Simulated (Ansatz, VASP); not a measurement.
## Pb: VASP beside Ansatz

Contents of INCAR:

```
SYSTEM = Pb
PREC     = Accurate       ! precision mode
ENCUT    = 600            ! plane-wave cutoff, eV
EDIFF    = 1E-6           ! SCF threshold, eV
ISMEAR   = 0              ! smearing method
SIGMA    = 0.1            ! smearing width, eV
LREAL    = .FALSE.        ! projectors in reciprocal space
LASPH    = .TRUE.         ! aspherical terms in the spheres
NELM     = 80             ! most SCF steps
ALGO     = Normal         ! electronic algorithm
ISIF     = 3              ! what is computed and relaxed
LWAVE    = .FALSE.        ! write WAVECAR
LCHARG   = .FALSE.        ! write CHGCAR
GGA      = PS             ! functional
IBRION   = 2              ! ionic algorithm
NSW      = 80             ! ionic steps
EDIFFG   = -0.01          ! ionic threshold
```

File KPOINTS:

```
regular mesh
0
G
  10 10 10
  0 0 0
```

The input POSCAR:

```
Pb
1.0
    0.0000000000      3.4566534507      3.4566534507
    3.4566534507      0.0000000000      3.4566534507
    3.4566534507      3.4566534507      0.0000000000
Pb
2
Direct
    0.5000000000      0.5000000000      0.5000000000
    0.7500000000      0.7500000000      0.7500000000
```

Input for Ansatz:

```yaml
crystal:
  lattice:
    - [0.0, 3.4566534507, 3.4566534507]
    - [3.4566534507, 0.0, 3.4566534507]
    - [3.4566534507, 3.4566534507, 0.0]
  atoms:
    - { symbol: Pb, position: [0.5, 0.5, 0.5] }
    - { symbol: Pb, position: [0.75, 0.75, 0.75] }
basis:
  ecutwfc: 420
kpoints:
  mp_grid: { grid: [10, 10, 10] }
hamiltonian:
  xc: pbesol
scf:
  occupations: { method: gaussian, width: 0.1 }
output:
  forces: true
  stress: true
  eigenvalues: true
  write_density: true
  write_potential: true
  elf: true
  volumetric_format: npy
relax:
  adjacent_minimum: "off"
  f_tol: 0.01
  max_steps: 60
  cell: { stress_tol: 0.1 }
```

Alike in both runs: task relaxation of cell and atoms; functional PBEsol; k mesh 10 × 10 × 10; occupations gaussian, width 0.1 eV; no spin polarisation.

|  | VASP | Ansatz |
| --- | --- | --- |
| version | VASP 6.6.1 | Ansatz 0.2.0 |
| potentials or method | VASP PAW PBE potentials, release 64 (Pb_d), cutoff 600 eV | scalar-relativistic, plane waves, PAW |
| valence electrons in the cell | 28 | 28 |

VASP gave:

- gap on the k mesh at the Fermi level, each at its own relaxed structure (eV): none
- relaxed volume (Å³/atom): 41.15
- relaxed cell length with the largest relative difference (Å): 4.882

Problem. What did Ansatz give for the same quantities?

Solution. gap on the k mesh at the Fermi level, each at its own relaxed structure (eV): none; relaxed volume (Å³/atom): 41.30; relaxed cell length with the largest relative difference (Å): 4.888.

VASP's potentials were made for PBE, not for PBEsol. A gap of «none» marks a metal or a gap that the smearing closes.

Neither program's run includes spin-orbit coupling.
